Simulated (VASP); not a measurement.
# HfC (P6_3/mmc) in VASP: settings compared

HfC is run at these levels: PBE-based screened hybrid, PBEsol; tasks: single point.

Program: VASP 6.6.1. These are calculated values, not measurements. Logs are shortened: lines on timing, memory, paths and dates and some standing lists are left out, and cuts for length are marked.

## 1. The cell of the first run

It takes space group P6_3/mmc (No. 194, hexagonal). Conventional cell: a = 3.343 Å, b = 3.343 Å, c = 5.203 Å, α = 90.00°, β = 90.00°, γ = 120.00°. Within 3.1 Å of Hf (site symmetry -6m2) lie 6 C at 2.33 Å. Within 3.1 Å of C (site symmetry -3m) lie 6 Hf at 2.33 Å and 2 C at 2.60 Å.

## 2. Single point, PBE-based screened hybrid

The input, POSCAR:

```
HfC
1.0
    3.3428660531      0.0000000000      0.0000000000
   -1.6714330265      2.8950069234      0.0000000000
    0.0000000000      0.0000000000      5.2027140000
Hf C
2 2
Direct
    0.3333333333      0.6666666667      0.2500000000
    0.6666666667      0.3333333333      0.7500000000
    0.0000000000      0.0000000000      0.5000000000
    0.0000000000      0.0000000000      0.0000000000
```

The input, INCAR.step1:

```
SYSTEM = HfC
PREC     = Accurate       ! precision mode
ENCUT    = 520            ! plane-wave cutoff, eV
EDIFF    = 1E-5           ! SCF threshold, eV
ISMEAR   = -1             ! smearing method
SIGMA    = 0.05           ! smearing width, eV
LREAL    = .False.        ! projectors in reciprocal space
LASPH    = .True.         ! aspherical terms in the spheres
NELM     = 100            ! most SCF steps
ALGO     = Normal         ! electronic algorithm
ISIF     = 2              ! what is computed and relaxed
LWAVE    = .True.         ! write WAVECAR
LCHARG   = .False.        ! write CHGCAR
GGA      = PE             ! functional
NBANDS   = 22             ! bands
```

The input, INCAR.step2:

```
SYSTEM = HfC
PREC     = Accurate       ! precision mode
ENCUT    = 520            ! plane-wave cutoff, eV
EDIFF    = 1E-6           ! SCF threshold, eV
ISMEAR   = -1             ! smearing method
SIGMA    = 0.05           ! smearing width, eV
LREAL    = .False.        ! projectors in reciprocal space
LASPH    = .True.         ! aspherical terms in the spheres
NELM     = 100            ! most SCF steps
ALGO     = Normal         ! electronic algorithm
ISIF     = 2              ! what is computed and relaxed
LWAVE    = .False.        ! write WAVECAR
LCHARG   = .False.        ! write CHGCAR
GGA      = PE             ! functional
LHFCALC  = .True.         ! exact exchange
AEXX     = 0.25           ! exact-exchange fraction
HFSCREEN = 0.2            ! screening, 1/A
PRECFOCK = Normal       
ISTART   = 1            
NBANDS   = 22             ! bands
```

The input, KPOINTS:

```
Automatic mesh
0
Gamma
  5 5 3
  0 0 0
```

Potentials or basis: VASP PAW PBE potentials, release 64 (Hf_pv, C).

Launch:

```console
> cat potpaw_PBE.64/Hf_pv/POTCAR potpaw_PBE.64/C/POTCAR > POTCAR
> cp INCAR.step1 INCAR
> mpirun -np 1 vasp_std > vasp.out
> cp INCAR.step2 INCAR
> mpirun -np 1 vasp_std > vasp.out
```

OUTCAR:

```text
SYSTEM = HfC
   PREC = Accurate
   ENCUT = 520
   EDIFF = 1E-6
   ISMEAR = -1
   LREAL = .False.
   LASPH = .True.
   NELM = 100
   ISIF = 2
   GGA = PE
   LHFCALC = .True.
   AEXX = 0.25
   HFSCREEN = 0.2
   PRECFOCK = Normal
   ISTART = 1

 ion  position               nearest neighbor table
   1  0.333  0.667  0.250-   3 2.33   4 2.33   3 2.33   4 2.33   3 2.33   4 2.33   2 3.24   2 3.24
                             2 3.24   2 3.24   2 3.24   2 3.24
   2  0.667  0.333  0.750-   3 2.33   4 2.33   3 2.33   4 2.33   3 2.33   4 2.33   1 3.24   1 3.24
                             1 3.24   1 3.24   1 3.24   1 3.24
   3  0.000  0.000  0.500-   1 2.33   2 2.33   1 2.33   2 2.33   2 2.33   1 2.33
   4  0.000  0.000  0.000-   1 2.33   2 2.33   1 2.33   2 2.33   2 2.33   1 2.33

  LATTYP: Found a hexagonal cell.
 ALAT       =     3.3428660531
 C/A-ratio  =     1.5563632875

  Lattice vectors:

 A1 = (   3.3428660531,   0.0000000000,   0.0000000000)
 A2 = (  -1.6714330265,   2.8950069234,   0.0000000000)
 A3 = (   0.0000000000,   0.0000000000,   5.2027140000)

Analysis of symmetry for initial positions (statically):
=====================================================================
 Subroutine PRICEL returns:
 Original cell was already a primitive cell.

 Routine SETGRP: Setting up the symmetry group for a
 hexagonal supercell.

 Subroutine GETGRP returns: Found 24 space group operations
 (whereof 12 operations were pure point group operations)
 out of a pool of 24 trial point group operations.

The static configuration has the point symmetry D_3d.
 The point group associated with its full space group is D_6h.

Analysis of symmetry for dynamics (positions and initial velocities):
=====================================================================
 Subroutine PRICEL returns:
 Original cell was already a primitive cell.

 Routine SETGRP: Setting up the symmetry group for a
 hexagonal supercell.

 Subroutine GETGRP returns: Found 24 space group operations
 (whereof 12 operations were pure point group operations)
 out of a pool of 24 trial point group operations.

The dynamic configuration has the point symmetry D_3d.
 The point group associated with its full space group is D_6h.

 Subroutine INISYM returns: Found 24 space group operations
 (whereof 12 operations are pure point group operations),
 and found     1 'primitive' translations

----------------------------------------------------------------------------------------

                                     Primitive cell

  volume of cell :      50.3499

  direct lattice vectors                    reciprocal lattice vectors
     3.342866053  0.000000000  0.000000000     0.299144502  0.172711159  0.000000000
    -1.671433026  2.895006923  0.000000000     0.000000000  0.345422317  0.000000000
     0.000000000  0.000000000  5.202714000     0.000000000  0.000000000  0.192207375

  length of vectors
     3.342866053  3.342866053  5.202714000     0.345422317  0.345422317  0.192207375

  position of ions in fractional coordinates (direct lattice)
     0.333333333  0.666666667  0.250000000
     0.666666667  0.333333333  0.750000000
     0.000000000  0.000000000  0.500000000
     0.000000000  0.000000000  0.000000000

  ion indices of the primitive-cell ions
   primitive index   ion index
                 1           1
                 2           2
                 3           3
                 4           4

----------------------------------------------------------------------------------------

 KPOINTS: Automatic mesh

Automatic generation of k-mesh.
 Grid dimensions read from file:
 generate k-points for:    5    5    3

 Generating k-lattice:

  Cartesian coordinates                     Fractional coordinates (reciprocal lattice)
     0.059828900  0.034542232  0.000000000     0.200000000  0.000000000  0.000000000
     0.000000000  0.069084463  0.000000000     0.000000000  0.200000000  0.000000000
     0.000000000  0.000000000  0.064069125     0.000000000  0.000000000  0.333333333

  Length of vectors
     0.069084463  0.069084463  0.064069125

  Shift w.r.t. Gamma in fractional coordinates (k-lattice)
     0.000000000  0.000000000  0.000000000

 Subroutine IBZKPT returns following result:
 ===========================================

 Found     10 irreducible k-points:

 Following reciprocal coordinates:
            Coordinates               Weight
  0.000000  0.000000  0.000000      1.000000
  0.200000  0.000000  0.000000      6.000000
  0.400000 -0.000000  0.000000      6.000000
  0.200000  0.200000  0.000000      6.000000
  0.400000  0.200000  0.000000      6.000000
  0.000000  0.000000  0.333333      2.000000
  0.200000  0.000000  0.333333     12.000000
  0.400000 -0.000000  0.333333     12.000000
  0.200000  0.200000  0.333333     12.000000
  0.400000  0.200000  0.333333     12.000000
   k-points           NKPTS =     10   k-points in BZ     NKDIM =     75   number of bands    NBANDS=     22
   number of dos      NEDOS =    301   number of ions     NIONS =      4
   total plane-waves  NPLWV =  31360
   dimension x,y,z NGX =    28 NGY =   28 NGZ =   40
   dimension x,y,z NGXF=    56 NGYF=   56 NGZF=   80
   ions per type =               2   2
   NGX,Y,Z   is equivalent  to a cutoff of  13.92, 13.92, 12.78 a.u.
   NGXF,Y,Z  is equivalent  to a cutoff of  27.85, 27.85, 25.56 a.u.
 SYSTEM =  HfC
   PREC   = accura    normal or accurate (medium, high low for compatibility)
   ISTART =      1    job   : 0-new  1-cont  2-samecut
   ICHARG =      0    charge: 1-file 2-atom 10-const
   ISPIN  =      1    spin polarized calculation?
   LNONCOLLINEAR =      F non collinear calculations
   LSORBIT =      F    spin-orbit coupling
   LASPH  =      T    aspherical Exc in radial PAW
   ENCUT  =  520.0 eV  38.22 Ry    6.18 a.u.   6.22  6.22  9.67*2*pi/ulx,y,z
   NELM   =    100;   NELMIN=  2; NELMDL=  0     # of ELM steps
   EDIFF  = 0.1E-05   stopping-criterion for ELM
   LREAL  =      F    real-space projection
   EDIFFG = 0.1E-04   stopping-criterion for IOM
   NSW    =      0    number of steps for IOM
   IBRION =     -1    ionic relax: 0-MD 1-quasi-New 2-CG
   NFREE  =      0    steps in history (QN), initial steepest desc. (CG)
   ISIF   =      2    stress and relaxation
   ISYM   =      3    0-nonsym 1-usesym 2-fastsym
   POTIM  = 0.5000    time-step for ionic-motion
   TEBEG  =    0.0;   TEEND  =   0.0 temperature during run
   PSTRESS=    0.0 pullay stress
   NELECT =      28.0000    total number of electrons
   NUPDOWN=      -1.0000    fix difference up-down
   EMIN   =  10.00;   EMAX   =-10.00  energy-range for DOS
   EFERMI =   0.00;   METHOD = LEGACY
   ISMEAR =    -1;   SIGMA  =   0.05  broadening in eV -4-tet -1-fermi 0-gaus
   EFERMI_NEDOS =   21; number of points for ismear=-14 and -15
   IALGO  =     38    algorithm
   IMIX   =      1    mixing-type and parameters
     AMIX     =   0.40;   BMIX     =  1.00
     AMIX_MAG =   1.60;   BMIX_MAG =  1.00
  volume/ion in A,a.u.               =      12.59        84.94
  Fermi-wavevector in a.u.,A,eV,Ry     =   1.346257  2.544057 24.659309  1.812408
  Thomas-Fermi vector in A             =   2.474104
   LORBIT       =      0    0 simple, 1 ext, 2 COOP (PROOUT), +10 PAW based schemes
   GGA     = PE    functional components
   LHFCALC =     T    Hartree Fock is set to
   PRECFOCK=normal    Normal, Fast or Accurate (Low or Medium for compatibility)
   ENCUT4O =  -1.0   cutoff for four orbital integrals eV
   NKREDX  =     1    reduce k-point grid by
   NKREDY  =     1    reduce k-point grid by
   NKREDZ  =     1    reduce k-point grid by
   AEXX    =    0.2500 exact exchange contribution
   HFSCREEN=    0.2000 screening length (either q_TF or 0.3 A-1)
   HFSCREENC=   0.2000 screening length for correlation (either q_TF or 0.3 A-1)
   ENCUTFOCK=  -1.0 apply spherical cutoff to Coloumb kernel
   IVDW    =     0    specifies the selected vdW correction
   LEPSILON=     F    determine dielectric tensor
   LRPA    =     F    only Hartree local field effects (RPA)
 non-spin polarized calculation
  energy-cutoff  :      520.00
  volume of cell :       50.35
 maximum number of plane-waves:      1375
 NGX is ok and might be reduce to    28
  NGX = 20; NGY = 20; NGZ = 30

 number of electron      28.0000002 magnetization

 Free energy of the ion-electron system (eV)
  ---------------------------------------------------
  ext. energy  EPLUGINS =         0.00000000
  ---------------------------------------------------
  free energy    TOTEN  =       -47.21116554 eV

  energy without entropy =      -47.20628561  energy(sigma->0) =      -47.20872557

 E-fermi :   6.3623     XC(G=0): -10.0460

 val. band max:        6.0868549797   @ k =   0.4000   0.2000   0.0000
 cond. band min:       6.4808344132   @ k =   0.2000   0.2000   0.3333
 fundamental gap:      0.3939794336
 Fermi energy:         6.3622561498

 k-point     1 :       0.0000    0.0000    0.0000
  band No.  band energies     occupation
      1     -26.7240      2.00000
      2     -26.0591      2.00000
      3     -26.0591      2.00000
      4     -25.9723      2.00000
      5     -25.9723      2.00000
      6     -25.8883      2.00000
[... 14 lines left out ...]
     21      10.9718      0.00000
     22      15.5334      0.00000

 k-point     2 :       0.2000    0.0000    0.0000
  band No.  band energies     occupation
      1     -26.6230      2.00000
      2     -26.2631      2.00000
      3     -26.1415      2.00000
      4     -26.1333      2.00000
      5     -25.9789      2.00000
      6     -25.9265      2.00000
[... 14 lines left out ...]
     21      13.2563      0.00000
     22      13.8160      0.00000

 k-point     3 :       0.4000   -0.0000    0.0000
  band No.  band energies     occupation
      1     -26.5799      2.00000
      2     -26.4064      2.00000
      3     -26.4008      2.00000
      4     -26.2327      2.00000
      5     -26.0404      2.00000
      6     -26.0086      2.00000
[... 14 lines left out ...]
     21      13.0628      0.00000
     22      14.1029      0.00000
[... 126 lines left out ...]
 k-point     9 :       0.2000    0.2000    0.3333
  band No.  band energies     occupation
      1     -26.5463      2.00000
      2     -26.4858      2.00000
      3     -26.2299      2.00000
      4     -26.2023      2.00000
      5     -26.1046      2.00000
      6     -25.9923      2.00000
[... 14 lines left out ...]
     21      13.9588      0.00000
     22      14.1093      0.00000

 k-point    10 :       0.4000    0.2000    0.3333
  band No.  band energies     occupation
      1     -26.6128      2.00000
      2     -26.5329      2.00000
      3     -26.3675      2.00000
      4     -26.2416      2.00000
      5     -26.0845      2.00000
      6     -26.0142      2.00000
[... 14 lines left out ...]
     21      14.3582      0.00000
     22      14.6535      0.00000

------------------------ aborting loop because EDIFF is reached ----------------------------------------

  FORCE on cell =-STRESS in cart. coord.  units (eV):
  Direction    XX          YY          ZZ          XY          YZ          ZX
  --------------------------------------------------------------------------------------
  -------------------------------------------------------------------------------------
  Total       -2.3540017     -2.3540017     -1.0923282     -0.0000000      0.0000000     -0.0000000
  in kB      -74.9063820    -74.9063820    -34.7588348     -0.0000000      0.0000000     -0.0000000
  external PRESSURE =     -61.5238663 kB  Pullay stress =       0.0000000 kB

 VOLUME and BASIS-vectors are now :
 -----------------------------------------------------------------------------
  energy-cutoff  :      520.00
  volume of cell :       50.35
      direct lattice vectors                 reciprocal lattice vectors
     3.342866053  0.000000000  0.000000000     0.299144502  0.172711159  0.000000000
    -1.671433026  2.895006923  0.000000000     0.000000000  0.345422317  0.000000000
     0.000000000  0.000000000  5.202714000     0.000000000  0.000000000  0.192207375

 POSITION                                       TOTAL-FORCE (eV/Angst)
 -----------------------------------------------------------------------------------
     -0.00000      1.93000      1.30068         0.000000      0.000000      0.000000
      1.67143      0.96500      3.90204        -0.000000     -0.000000     -0.000000
      0.00000      0.00000      2.60136        -0.000000      0.000000      0.000000
      0.00000      0.00000      0.00000        -0.000000      0.000000      0.000000
 -----------------------------------------------------------------------------------
    total drift:                               -0.000000     -0.000000      0.000001

  FREE ENERGIE OF THE ION-ELECTRON SYSTEM (eV)
  ---------------------------------------------------
  free  energy   TOTEN  =       -47.2111655403 eV

  energy  without entropy=      -47.2062856084  energy(sigma->0) =      -47.20872557
```

Run time: 17 min. Hardware: 1 thread of Intel Xeon Platinum 8488C (Sapphire Rapids), shared host; peak memory 0.29 GiB.

Results:

- Free energy: -47.2112 eV
- Pressure: -6.2 GPa
- Band gap on the k mesh: zero (band 14 reaches 7.74 eV, above the bottom of band 15 at 6.48 eV)

Levels at points of the mesh, in eV from the Fermi level:
| k point | band 11 | band 12 | band 13 | band 14 | band 15 | band 16 | band 17 | band 18 |
| --- | --- | --- | --- | --- | --- | --- | --- | --- |
| (0.00, 0.00, 0.00) | -3.80 | -1.65 | -1.65 | 1.38 | 1.79 | 1.79 | 2.29 | 2.29 |

Caveat: the k points lie up to 0.43 Å⁻¹ apart; the PAW data sets were made with another functional, which shifts forces and pressure a little; spin-orbit coupling is left out, which moves the levels of the heavy elements.

## 3. Single point, PBE-based screened hybrid

POSCAR is that of step 2.

The input, INCAR.step1:

```
SYSTEM = HfC
PREC     = Accurate       ! precision mode
ENCUT    = 520            ! plane-wave cutoff, eV
EDIFF    = 1E-5           ! SCF threshold, eV
ISMEAR   = -1             ! smearing method
SIGMA    = 0.05           ! smearing width, eV
LREAL    = .FALSE.        ! projectors in reciprocal space
LASPH    = .TRUE.         ! aspherical terms in the spheres
NELM     = 60             ! most SCF steps
ALGO     = Normal         ! electronic algorithm
ISIF     = 2              ! what is computed and relaxed
LWAVE    = .TRUE.         ! write WAVECAR
LCHARG   = .FALSE.        ! write CHGCAR
GGA      = PE             ! functional
NBANDS   = 22             ! bands
```

The input, INCAR.step2:

```
SYSTEM = HfC
PREC     = Accurate       ! precision mode
ENCUT    = 520            ! plane-wave cutoff, eV
EDIFF    = 1E-6           ! SCF threshold, eV
ISMEAR   = -1             ! smearing method
SIGMA    = 0.05           ! smearing width, eV
LREAL    = .FALSE.        ! projectors in reciprocal space
LASPH    = .TRUE.         ! aspherical terms in the spheres
NELM     = 60             ! most SCF steps
ALGO     = Normal         ! electronic algorithm
ISIF     = 2              ! what is computed and relaxed
LWAVE    = .FALSE.        ! write WAVECAR
LCHARG   = .FALSE.        ! write CHGCAR
GGA      = PE             ! functional
LHFCALC  = .TRUE.         ! exact exchange
AEXX     = 0.3            ! exact-exchange fraction
HFSCREEN = 0.2            ! screening, 1/A
PRECFOCK = Normal       
ISTART   = 1            
NBANDS   = 22             ! bands
```

The input, KPOINTS:

```
regular mesh
0
G
  5 5 3
  0 0 0
```

Potentials or basis: VASP PAW PBE potentials, release 64 (Hf_pv, C).

Launch:

```console
> cat potpaw_PBE.64/Hf_pv/POTCAR potpaw_PBE.64/C/POTCAR > POTCAR
> cp INCAR.step1 INCAR
> mpirun -np 1 vasp_std > vasp.out
> cp INCAR.step2 INCAR
> mpirun -np 1 vasp_std > vasp.out
```

Run time: 16 min. Hardware: 1 thread of Intel Xeon Platinum 8488C (Sapphire Rapids), shared host; peak memory 0.29 GiB.

The run converged. Its results:

| Item | Value |
| --- | --- |
| Free energy | -48.4059 eV |
| Pressure | -7.1 GPa |
| Band gap on the k mesh | zero (band 14 reaches 7.81 eV, above the bottom of band 15 at 6.50 eV) |

Stress tensor (GPa, compression positive):
```
-8.38  0.00  0.00
 0.00 -8.38  0.00
 0.00  0.00 -4.41
```

Levels at points of the mesh, in eV from the Fermi level:
| k point | band 12 | band 13 | band 14 | band 15 | band 16 | band 17 |
| --- | --- | --- | --- | --- | --- | --- |
| (0.00, 0.00, 0.00) | -1.77 | -1.77 | 1.43 | 1.84 | 1.84 | 2.34 |

Caveat: the k points lie up to 0.43 Å⁻¹ apart; the PAW data sets were made with another functional, which shifts forces and pressure a little; spin-orbit coupling is left out, which moves the levels of the heavy elements.

## 4. Single point, PBEsol (volume scaled by 0.94)

The input, INCAR:

```
PREC     = Accurate       # precision mode
ENCUT    = 600            # plane-wave cutoff, eV
EDIFF    = 1E-6           # SCF threshold, eV
ISMEAR   = -1             # smearing method
SIGMA    = 0.05           # smearing width, eV
LREAL    = False          # projectors in reciprocal space
LASPH    = True           # aspherical terms in the spheres
NELM     = 120            # most SCF steps
ALGO     = Normal         # electronic algorithm
ISIF     = 2              # what is computed and relaxed
LWAVE    = False          # write WAVECAR
LCHARG   = False          # write CHGCAR
GGA      = PS             # functional
NBANDS   = 22             # bands
GGA_COMPAT= False
```

The input, KPOINTS:

```
Automatic mesh
0
Gamma
  9 9 5
```

The input, POSCAR:

```
HfC
1.0
    3.2746251489      0.0000000000      0.0000000000
   -1.6373125744      2.8359085668      0.0000000000
    0.0000000000      0.0000000000      5.0965063620
Hf C
2 2
Direct
    0.3333333333      0.6666666667      0.2500000000
    0.6666666667      0.3333333333      0.7500000000
    0.0000000000      0.0000000000      0.5000000000
    0.0000000000      0.0000000000      0.0000000000
```

Launch:

```console
> cat potpaw_PBE.64/Hf_pv/POTCAR potpaw_PBE.64/C/POTCAR > POTCAR
> mpirun -np 1 vasp_std > vasp.out
```

Run time: 53 s. Hardware: 1 thread of AMD EPYC 9R45 (Zen 5), shared host; peak memory 0.16 GiB.

The run converged. Its results:

```yaml
Free_energy: -43.6058 eV
Pressure: 7.5 GPa
Band_gap_on_the_k_mesh: zero (band 14 reaches 7.76 eV, above the bottom of band 15 at 6.67 eV)
```

Stress tensor (GPa, compression positive):
```
6.81 0.00 0.00
0.00 6.81 0.00
0.00 0.00 9.04
```

Levels at points of the mesh, in eV from the Fermi level:
```
           k point  band 12  band 13  band 14  band 15  band 16  band 17
(0.00, 0.00, 0.00)    -1.21    -1.21     1.09     1.53     1.53     2.06
```

Caveat: the PAW data sets were made with another functional, which shifts forces and pressure a little; spin-orbit coupling is left out, which moves the levels of the heavy elements.

(Continued in part 2 of 2.)
